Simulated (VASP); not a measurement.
Here is a VASP 6.6.1 calculation.

File INCAR:

```
SYSTEM = Mg3Be
PREC = Accurate
ENCUT = 600
EDIFF = 1E-7
ISMEAR = 0
SIGMA = 0.1
LREAL = .False.
LASPH = .True.
NELM = 60
ALGO = Fast
ISIF = 3
LWAVE = .False.
LCHARG = .False.
GGA = PE
IBRION = 2
NSW = 90
EDIFFG = -0.04
```

The input KPOINTS:

```
Automatic mesh
0
Gamma
  6 6 6
  0 0 0
```

The input POSCAR:

```
Mg3Be
1.0
    0.0000000000      3.1907721800      3.1907721800
    3.1907721800      0.0000000000      3.1907721800
    3.1907721800      3.1907721800      0.0000000000
Mg Be
3 1
Direct
    0.7500000000      0.7500000000      0.7500000000
    0.2500000000      0.2500000000      0.2500000000
    0.0000000000      0.0000000000      0.0000000000
    0.5000000000      0.5000000000      0.5000000000
```

Potentials or basis: VASP PAW PBE potentials, release 64 (Mg, Be).

Run with:

```console
$ cat potpaw_PBE.64/Mg/POTCAR potpaw_PBE.64/Be/POTCAR > POTCAR
$ mpirun -np 1 vasp_std > vasp.out
```

Predict the space group after relaxing (to 0.1 Å).

Fm-3m (No. 225).

What does it give for the relaxed cell?

a = 4.717 Å, b = 4.717 Å, c = 4.717 Å, α = 60.00°, β = 60.00°, γ = 60.00°.

Final structure:
```xyz
4
Lattice="0.0000 3.3354 3.3354 3.3354 0.0000 3.3354 3.3354 3.3354 0.0000" Properties=species:S:1:pos:R:3 pbc="T T T"
Mg    5.0031    5.0031    5.0031
Mg    1.6677    1.6677    1.6677
Mg    0.0000    0.0000    0.0000
Be    3.3354    3.3354    3.3354
```
